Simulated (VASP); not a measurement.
# Al2Si (P4/mmm) in VASP: notebook

Runs on Al2Si. Level: PBE. Tasks: single point, relaxation of cell and atoms.

Everything below comes from runs of VASP 6.6.1. Logs are shortened: lines on timing, memory, paths and dates and some standing lists are left out, and cuts for length are marked.

**1. The cell of the first run**

The structure is tetragonal, space group P4/mmm (No. 123). Conventional cell: a = 2.763 Å, b = 2.763 Å, c = 5.702 Å, α = 90.00°, β = 90.00°, γ = 90.00°. Al (site symmetry 4mm) has 5 Al at 2.34 to 2.76 Å and 4 Si at 2.58 Å within 3.1 Å. Within 3.4 Å of Si (site symmetry 4/mmm) lie 8 Al at 2.58 Å and 4 Si at 2.76 Å.

**2. Single point, PBE**

The input, INCAR:

```
ALGO     = Normal         # electronic algorithm
EDIFF    = 1E-7           # SCF threshold, eV
ENCUT    = 520            # plane-wave cutoff, eV
GGA      = PE             # functional
ISIF     = 2              # what is computed and relaxed
ISMEAR   = 0              # smearing method
LASPH    = T              # aspherical terms in the spheres
LCHARG   = T              # write CHGCAR
LELF     = T              # ELF
LREAL    = F              # projectors in reciprocal space
LVHAR    = T            
LWAVE    = F              # write WAVECAR
NBANDS   = 12             # bands
NELM     = 100            # most SCF steps
PREC     = Accurate       # precision mode
SIGMA    = 0.1            # smearing width, eV
```

The input, KPOINTS:

```
k-points
0
Gamma
  6 6 4
```

The input, POSCAR:

```
Al2Si
1.0
    2.7633999100      0.0000000000      0.0000000000
    0.0000000000      2.7633999100      0.0000000000
    0.0000000000      0.0000000000      5.7015876700
Al Si
2 1
Direct
    0.5000000000      0.5000000000      0.2949999900
    0.5000000000      0.5000000000      0.7050000100
    0.0000000000      0.0000000000      0.0000000000
```

Potentials or basis: VASP PAW PBE potentials, release 64 (Al, Si).

Launch:

```console
$ cat potpaw_PBE.64/Al/POTCAR potpaw_PBE.64/Si/POTCAR > POTCAR
$ mpirun -np 1 vasp_std > vasp.out
```

OUTCAR:

```text
EDIFF = 1E-7
   ENCUT = 520
   GGA = PE
   ISIF = 2
   ISMEAR = 0
   LASPH = T
   LREAL = F
   NELM = 100
   PREC = Accurate

 ion  position               nearest neighbor table
   1  0.500  0.500  0.295-   2 2.34   3 2.58   3 2.58   3 2.58   3 2.58   2 3.36
   2  0.500  0.500  0.705-   1 2.34   3 2.58   3 2.58   3 2.58   3 2.58   1 3.36
   3  0.000  0.000  0.000-   1 2.58   2 2.58   1 2.58   2 2.58   1 2.58   2 2.58   1 2.58   2 2.58

  LATTYP: Found a simple tetragonal cell.
 ALAT       =     2.7633999100
 C/A-ratio  =     2.0632510153

  Lattice vectors:

 A1 = (   2.7633999100,   0.0000000000,   0.0000000000)
 A2 = (   0.0000000000,   2.7633999100,   0.0000000000)
 A3 = (   0.0000000000,   0.0000000000,   5.7015876700)

Analysis of symmetry for initial positions (statically):
=====================================================================
 Subroutine PRICEL returns:
 Original cell was already a primitive cell.

 Routine SETGRP: Setting up the symmetry group for a
 simple tetragonal supercell.

 Subroutine GETGRP returns: Found 16 space group operations
 (whereof 16 operations were pure point group operations)
 out of a pool of 16 trial point group operations.

The static configuration has the point symmetry D_4h.

Analysis of symmetry for dynamics (positions and initial velocities):
=====================================================================
 Subroutine PRICEL returns:
 Original cell was already a primitive cell.

 Routine SETGRP: Setting up the symmetry group for a
 simple tetragonal supercell.

 Subroutine GETGRP returns: Found 16 space group operations
 (whereof 16 operations were pure point group operations)
 out of a pool of 16 trial point group operations.

The dynamic configuration has the point symmetry D_4h.

 Subroutine INISYM returns: Found 16 space group operations
 (whereof 16 operations are pure point group operations),
 and found     1 'primitive' translations

----------------------------------------------------------------------------------------

                                     Primitive cell

  volume of cell :      43.5395

  direct lattice vectors                    reciprocal lattice vectors
     2.763399910  0.000000000  0.000000000     0.361873067  0.000000000  0.000000000
     0.000000000  2.763399910  0.000000000     0.000000000  0.361873067  0.000000000
     0.000000000  0.000000000  5.701587670     0.000000000  0.000000000  0.175389744

  length of vectors
     2.763399910  2.763399910  5.701587670     0.361873067  0.361873067  0.175389744

  position of ions in fractional coordinates (direct lattice)
     0.500000000  0.500000000  0.294999990
     0.500000000  0.500000000  0.705000010
     0.000000000  0.000000000  0.000000000

  ion indices of the primitive-cell ions
   primitive index   ion index
                 1           1
                 2           2
                 3           3

----------------------------------------------------------------------------------------

 KPOINTS: k-points

Automatic generation of k-mesh.
 Grid dimensions read from file:
 generate k-points for:    6    6    4

 Generating k-lattice:

  Cartesian coordinates                     Fractional coordinates (reciprocal lattice)
     0.060312178  0.000000000  0.000000000     0.166666667  0.000000000  0.000000000
     0.000000000  0.060312178  0.000000000     0.000000000  0.166666667  0.000000000
     0.000000000  0.000000000  0.043847436     0.000000000  0.000000000  0.250000000

  Length of vectors
     0.060312178  0.060312178  0.043847436

  Shift w.r.t. Gamma in fractional coordinates (k-lattice)
     0.000000000  0.000000000  0.000000000

 Subroutine IBZKPT returns following result:
 ===========================================

 Found     30 irreducible k-points:

 Following reciprocal coordinates:
            Coordinates               Weight
  0.000000  0.000000  0.000000      1.000000
  0.166667  0.000000  0.000000      4.000000
  0.333333  0.000000  0.000000      4.000000
  0.500000  0.000000  0.000000      2.000000
  0.166667  0.166667  0.000000      4.000000
  0.333333  0.166667  0.000000      8.000000
[... 16 lines left out ...]
  0.333333  0.000000  0.500000      4.000000
  0.500000  0.000000  0.500000      2.000000
 [... further k-points ...]
   k-points           NKPTS =     30   k-points in BZ     NKDIM =     30   number of bands    NBANDS=     12
   number of dos      NEDOS =    301   number of ions     NIONS =      3
   total plane-waves  NPLWV =  24192
   dimension x,y,z NGX =    24 NGY =   24 NGZ =   42
   dimension x,y,z NGXF=    48 NGYF=   48 NGZF=   84
   ions per type =               2   1
   NGX,Y,Z   is equivalent  to a cutoff of  14.44, 14.44, 12.25 a.u.
   NGXF,Y,Z  is equivalent  to a cutoff of  28.88, 28.88, 24.49 a.u.
 SYSTEM =  unknown system
   PREC   = accura    normal or accurate (medium, high low for compatibility)
   ISTART =      0    job   : 0-new  1-cont  2-samecut
   ICHARG =      2    charge: 1-file 2-atom 10-const
   ISPIN  =      1    spin polarized calculation?
   LNONCOLLINEAR =      F non collinear calculations
   LSORBIT =      F    spin-orbit coupling
   LASPH  =      T    aspherical Exc in radial PAW
   ENCUT  =  520.0 eV  38.22 Ry    6.18 a.u.   5.14  5.14 10.60*2*pi/ulx,y,z
   NELM   =    100;   NELMIN=  2; NELMDL= -5     # of ELM steps
   EDIFF  = 0.1E-06   stopping-criterion for ELM
   LREAL  =      F    real-space projection
   EDIFFG = 0.1E-05   stopping-criterion for IOM
   NSW    =      0    number of steps for IOM
   IBRION =     -1    ionic relax: 0-MD 1-quasi-New 2-CG
   NFREE  =      0    steps in history (QN), initial steepest desc. (CG)
   ISIF   =      2    stress and relaxation
   ISYM   =      2    0-nonsym 1-usesym 2-fastsym
   POTIM  = 0.5000    time-step for ionic-motion
   TEBEG  =    0.0;   TEEND  =   0.0 temperature during run
   PSTRESS=    0.0 pullay stress
   NELECT =      10.0000    total number of electrons
   NUPDOWN=      -1.0000    fix difference up-down
   EMIN   =  10.00;   EMAX   =-10.00  energy-range for DOS
   EFERMI =   0.00;   METHOD = LEGACY
   ISMEAR =     0;   SIGMA  =   0.10  broadening in eV -4-tet -1-fermi 0-gaus
   EFERMI_NEDOS =   21; number of points for ismear=-14 and -15
   IALGO  =     38    algorithm
   IMIX   =      4    mixing-type and parameters
     AMIX     =   0.40;   BMIX     =  1.00
     AMIX_MAG =   1.60;   BMIX_MAG =  1.00
  volume/ion in A,a.u.               =      14.51        97.94
  Fermi-wavevector in a.u.,A,eV,Ry     =   1.002568  1.894578 13.675789  1.005142
  Thomas-Fermi vector in A             =   2.135063
   LORBIT       =      0    0 simple, 1 ext, 2 COOP (PROOUT), +10 PAW based schemes
   GGA     = PE    functional components
   LHFCALC =     F    Hartree Fock is set to
   AEXX    =    0.0000 exact exchange contribution
   IVDW    =     0    specifies the selected vdW correction
   LEPSILON=     F    determine dielectric tensor
   LRPA    =     F    only Hartree local field effects (RPA)
 non-spin polarized calculation
 Gauss-broadening in eV      SIGMA  =   0.10
  energy-cutoff  :      520.00
  volume of cell :       43.54
 maximum number of plane-waves:      1184
 NGX is ok and might be reduce to    24
   NGX = 11   NGY = 11   NGZ = 21

 number of electron      10.0000000 magnetization

 Free energy of the ion-electron system (eV)
  ---------------------------------------------------
  ext. energy  EPLUGINS =         0.00000000
  ---------------------------------------------------
  free energy    TOTEN  =       -11.51206339 eV

  energy without entropy =      -11.50543700  energy(sigma->0) =      -11.50875020

 E-fermi :   9.4484     XC(G=0): -10.7589

 val. band max:        9.3176961483   @ k =   0.5000   0.5000   0.2500
 cond. band min:       9.4484453158   @ k =   0.3333   0.3333   0.2500
 fundamental gap:      0.1307491676
 Fermi energy:         9.4483517283

 k-point     1 :       0.0000    0.0000    0.0000
  band No.  band energies     occupation
      1      -4.1251      2.00000
      2       1.0569      2.00000
      3       1.9326      2.00000
      4      13.0761      0.00000
      5      13.0761      0.00000
      6      13.5455      0.00000
      7      13.7606      0.00000
      8      13.9613      0.00000
      9      18.1947      0.00000
     10      18.2321      0.00000
     11      18.2321      0.00000
     12      18.3537      0.00000

 k-point     2 :       0.1667    0.0000    0.0000
  band No.  band energies     occupation
      1      -3.5986      2.00000
      2       1.5710      2.00000
      3       2.4394      2.00000
      4       8.5540      2.00000
      5      13.5226      0.00000
      6      13.5926      0.00000
      7      13.6451      0.00000
      8      14.4648      0.00000
      9      14.8949      0.00000
     10      16.7718      0.00000
     11      18.6803      0.00000
     12      19.6798      0.00000

 k-point     3 :       0.3333    0.0000    0.0000
  band No.  band energies     occupation
      1      -2.0349      2.00000
      2       3.0850      2.00000
      3       3.8140      2.00000
      4       4.2890      2.00000
      5       9.3156      1.93962
      6      10.1275      0.00000
      7      14.8322      0.00000
      8      15.7580      0.00000
      9      15.8281      0.00000
     10      18.3449      0.00000
     11      20.0038      0.00000
     12      20.3725      0.00000
[... 286 lines left out ...]
 k-point    23 :       0.3333    0.0000    0.5000
  band No.  band energies     occupation
      1      -1.7898      2.00000
      2       1.2429      2.00000
      3       4.3945      2.00000
      4       6.7489      2.00000
      5       8.6915      2.00000
      6       9.7436      0.00003
      7      13.9224      0.00000
      8      14.9439      0.00000
      9      15.6054      0.00000
     10      17.9669      0.00000
     11      18.6577      0.00000
     12      20.1854      0.00000

 k-point    24 :       0.5000    0.0000    0.5000
  band No.  band energies     occupation
      1       0.3684      2.00000
      2       1.2798      2.00000
      3       3.7698      2.00000
      4       3.7898      2.00000
      5      10.2437      0.00000
      6      10.8895      0.00000
      7      11.9676      0.00000
      8      12.5676      0.00000
      9      16.4238      0.00000
     10      18.4607      0.00000
     11      19.9472      0.00000
     12      20.7934      0.00000

 [... further k-points ...]
[... 5 lines left out ...]
  --------------------------------------------------------------------------------------
  -------------------------------------------------------------------------------------
  Total        3.8170044      3.8170044      7.3894088      0.0000000      0.0000000      0.0000000
  in kB      140.4591243    140.4591243    271.9173953      0.0000000      0.0000000      0.0000000
  external PRESSURE =     184.2785479 kB  Pullay stress =       0.0000000 kB

 VOLUME and BASIS-vectors are now :
 -----------------------------------------------------------------------------
  energy-cutoff  :      520.00
  volume of cell :       43.54
      direct lattice vectors                 reciprocal lattice vectors
     2.763399910  0.000000000  0.000000000     0.361873067  0.000000000  0.000000000
     0.000000000  2.763399910  0.000000000     0.000000000  0.361873067  0.000000000
     0.000000000  0.000000000  5.701587670     0.000000000  0.000000000  0.175389744

 POSITION                                       TOTAL-FORCE (eV/Angst)
 -----------------------------------------------------------------------------------
      1.38170      1.38170      1.68197         0.000000     -0.000000     -0.592465
      1.38170      1.38170      4.01962        -0.000000      0.000000      0.592465
      0.00000      0.00000      0.00000         0.000000      0.000000      0.000000
 -----------------------------------------------------------------------------------
    total drift:                                0.000000      0.000000      0.000000

  FREE ENERGIE OF THE ION-ELECTRON SYSTEM (eV)
  ---------------------------------------------------
  free  energy   TOTEN  =       -11.5120633914 eV

  energy  without entropy=      -11.5054370007  energy(sigma->0) =      -11.50875020
```

Run time: 4.9 s. Hardware: 1 thread of Intel Xeon 6975P-C (Granite Rapids), shared host; peak memory 0.15 GiB.

Results:

```yaml
Free_energy: -11.5121 eV
Pressure: 18.4 GPa
Largest_force: 0.592 eV/Å
Band_gap_on_the_k_mesh: zero (band 5 reaches 13.52 eV, above the bottom of band 6 at 7.33 eV)
```

Forces on the atoms (eV/Å):
```
Al   0.000  0.000 -0.592
Al   0.000  0.000  0.592
Si   0.000  0.000  0.000
```

Caveat: the k points lie up to 0.38 Å⁻¹ apart.

**3. Single point, PBE**

This run uses another cell than the first one, of 17.30 Å³/atom, 1.192 times its volume.

The input, INCAR:

```
  PREC = Accurate
  ENCUT = 520
  EDIFF = 1E-6
  ISMEAR = 0
  SIGMA = 0.1
  LREAL = False
  LASPH = True
  NELM = 60
  ALGO = Normal
  ISIF = 2
  LWAVE = False
  LCHARG = False
  GGA = PE
  NBANDS = 12
```

The input, KPOINTS:

```
Automatic mesh
0
Gamma
  6 6 4
```

The input, POSCAR:

```
Al2Si
1.0
    2.8820611599      0.0000000000      0.0000000000
    0.0000000000      2.8820611599      0.0000000000
    0.0000000000      0.0000000000      6.2498375133
Al Si
2 1
Direct
    0.5000000000      0.5000000000      0.2901256439
    0.5000000000      0.5000000000      0.7098743561
    0.0000000000      0.0000000000      0.0000000000
```

Potentials or basis: VASP PAW PBE potentials, release 64 (Al, Si).

Launch:

```console
$ cat potpaw_PBE.64/Al/POTCAR potpaw_PBE.64/Si/POTCAR > POTCAR
$ mpirun -np 1 vasp_std > vasp.out
```

OUTCAR:

```text
PREC = Accurate
   ENCUT = 520
   EDIFF = 1E-6
   ISMEAR = 0
   LREAL = False
   LASPH = True
   NELM = 60
   ISIF = 2
   GGA = PE

 ion  position               nearest neighbor table
   1  0.500  0.500  0.290-   2 2.62   3 2.73   3 2.73   3 2.73   3 2.73
   2  0.500  0.500  0.710-   1 2.62   3 2.73   3 2.73   3 2.73   3 2.73
   3  0.000  0.000  0.000-   1 2.73   2 2.73   1 2.73   2 2.73   1 2.73   2 2.73   1 2.73   2 2.73

  LATTYP: Found a simple tetragonal cell.
 ALAT       =     2.8820611599
 C/A-ratio  =     2.1685304949

  Lattice vectors:

 A1 = (   2.8820611599,   0.0000000000,   0.0000000000)
 A2 = (   0.0000000000,   2.8820611599,   0.0000000000)
 A3 = (   0.0000000000,   0.0000000000,   6.2498375133)

Analysis of symmetry for initial positions (statically):
=====================================================================
 Subroutine PRICEL returns:
 Original cell was already a primitive cell.

 Routine SETGRP: Setting up the symmetry group for a
 simple tetragonal supercell.

 Subroutine GETGRP returns: Found 16 space group operations
 (whereof 16 operations were pure point group operations)
 out of a pool of 16 trial point group operations.

The static configuration has the point symmetry D_4h.
[... 173 lines left out ...]
      1      -4.8198      2.00000
      2      -0.3518      2.00000
      3       0.6910      2.00000
      4      10.2971      0.00000
      5      10.9031      0.00000
      6      10.9769      0.00000
      7      10.9769      0.00000
      8      12.2477      0.00000
      9      14.7845      0.00000
     10      15.5808      0.00000
     11      15.5808      0.00000
     12      15.9746      0.00000
[... 331 lines left out ...]
 k-point    24 :       0.5000    0.0000    0.5000
  band No.  band energies     occupation
      1      -0.8874      2.00000
      2       0.2873      2.00000
      3       2.3687      2.00000
      4       2.6490      2.00000
      5       8.1204      0.00000
      6       8.9015      0.00000
      7       9.1097      0.00000
      8       9.3729      0.00000
      9      13.8483      0.00000
     10      16.2800      0.00000
     11      17.3547      0.00000
     12      18.0254      0.00000

 [... further k-points ...]
[... 5 lines left out ...]
  --------------------------------------------------------------------------------------
  -------------------------------------------------------------------------------------
  Total       -0.0248962     -0.0248962      0.0000573      0.0000000     -0.0000000     -0.0000000
  in kB       -0.7683654     -0.7683654      0.0017682      0.0000000     -0.0000000     -0.0000000
  external PRESSURE =      -0.5116542 kB  Pullay stress =       0.0000000 kB

 VOLUME and BASIS-vectors are now :
 -----------------------------------------------------------------------------
  energy-cutoff  :      520.00
  volume of cell :       51.91
      direct lattice vectors                 reciprocal lattice vectors
     2.882061160  0.000000000  0.000000000     0.346973900  0.000000000  0.000000000
     0.000000000  2.882061160  0.000000000     0.000000000  0.346973900  0.000000000
     0.000000000  0.000000000  6.249837513     0.000000000  0.000000000  0.160004160

 POSITION                                       TOTAL-FORCE (eV/Angst)
 -----------------------------------------------------------------------------------
      1.44103      1.44103      1.81324        -0.000000      0.000000     -0.011012
      1.44103      1.44103      4.43660         0.000000     -0.000000      0.011012
      0.00000      0.00000      0.00000        -0.000000     -0.000000      0.000000
 -----------------------------------------------------------------------------------
    total drift:                               -0.000000      0.000000     -0.000000

  FREE ENERGIE OF THE ION-ELECTRON SYSTEM (eV)
  ---------------------------------------------------
  free  energy   TOTEN  =       -11.9626727685 eV

  energy  without entropy=      -11.9577577969  energy(sigma->0) =      -11.96021528
```

Wall time 4.9 s (1 thread of Intel Xeon 6975P-C (Granite Rapids), shared host); peak memory 0.16 GiB.

Results:

- Free energy: -11.9627 eV
- Pressure: -0.1 GPa
- Largest force: 0.011 eV/Å
- Band gap on the k mesh: zero (band 5 reaches 11.05 eV, above the bottom of band 6 at 5.76 eV)

Forces on the atoms (eV/Å):
```
Al   0.000  0.000 -0.011
Al   0.000  0.000  0.011
Si   0.000  0.000  0.000
```

Caveat: the k points lie up to 0.36 Å⁻¹ apart.

(Part 1 of 2 ends here.)
